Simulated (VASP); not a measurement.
MgO, 4 atoms in the cell. Symmetry: P6_3/mmc, No. 194, hexagonal system. The conventional cell has a = 3.312 Å, b = 3.312 Å, c = 4.178 Å, α = 90.00°, β = 90.00°, γ = 120.00°. Mg (site symmetry -6m2) has 5 O at 1.91 to 2.09 Å within 2.5 Å. O (site symmetry -6m2) has 5 Mg at 1.91 to 2.09 Å within 2.5 Å.  This cell differs from its parent crystal: strain -0.050 along x and y, +0.000 along z.

| Item | Value |
| --- | --- |
| Program | VASP 6.6.1 |
| Task | single point |
| Functional | PBEsol |
| Potentials or basis | VASP PAW PBE potentials, release 64 (Mg, O) |
| Cutoff | 520 eV |
| k mesh | 9 × 9 × 6 |
| Occupations | gaussian, width 0.05 eV |
| Spin | no spin polarisation |
| Dipole correction | no |
| Further INCAR settings | ALGO = Normal; EDIFF = 1e-06; NBANDS = 16 |

Potentials or basis: VASP PAW PBE potentials, release 64 (Mg, O).

Run with:

```bash
$ cat potpaw_PBE.64/Mg/POTCAR potpaw_PBE.64/O/POTCAR > POTCAR
$ mpirun -np 1 vasp_std > vasp.out
```

Hardware: 1 thread of AMD EPYC 7R13 (shared host).

Question: Estimate the wall time of this run.

Answer: Wall time 42 s on 1 thread of AMD EPYC 7R13, on a shared host, peak memory 0.15 GiB. Counts: scf iterations 12, k points 48.
